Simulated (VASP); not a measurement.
A run of VASP 6.6.1 is set up as follows.

File INCAR:

```
PREC = Accurate ; ENCUT = 520
EDIFF = 1E-6 ; ISMEAR = 0
SIGMA = 0.05 ; LREAL = F
LASPH = T ; NELM = 80
ALGO = Normal ; ISIF = 2
LWAVE = F ; LCHARG = F
GGA = PS ; NBANDS = 35
```

Contents of KPOINTS:

```
Automatic mesh
0
Gamma
  10 6 10
```

POSCAR

```
WS2
1.0
   -3.1476068045      0.0000000000      0.0000000000
    0.0000000000      5.4518149077      0.0000000000
    1.5738034023     -0.9086358179     -6.3704647422
W S
2 4
Direct
    0.5015583429      0.5005756009      0.0031166857
    0.0004561981      0.0000959127      0.0009123963
    0.8699053797      0.6186025630      0.7398107594
    0.3862055261      0.1334344056      0.7724110522
    0.1158298190      0.7131746696      0.2316596380
    0.6321447342      0.2028168482      0.2642894684
```

Potentials or basis: VASP PAW PBE potentials, release 64 (W_sv, S).

Command:

```console
$ cat potpaw_PBE.64/W_sv/POTCAR potpaw_PBE.64/S/POTCAR > POTCAR
$ mpirun -np 1 vasp_std > vasp.out
```

Question: What does it give for the band gap on the k mesh?

Answer: 1.09 eV.

Question: What does it give for the largest force?

Answer: 1.833 eV/Å.

Question: What does it give for the pressure?

Answer: 1.2 GPa.

Forces on the atoms (eV/Å):
```
W    0.000  0.134  0.564
W    0.000  0.193 -0.525
S    0.000  0.321 -1.285
S    0.000 -0.413  1.654
S    0.000 -0.739 -1.678
S    0.000  0.504  1.270
```

Caveat: the cell differs from its parent crystal (mode 11 (346.3 1/cm) frozen in, largest displacement +0.113 Å); the PAW data sets were made with another functional, which shifts forces and pressure a little; spin-orbit coupling is left out, which moves the levels of the heavy elements; this functional lacks dispersion, which binds the layers, so the pressure and a relaxed spacing across them are unreliable. A k mesh can miss the band edges.
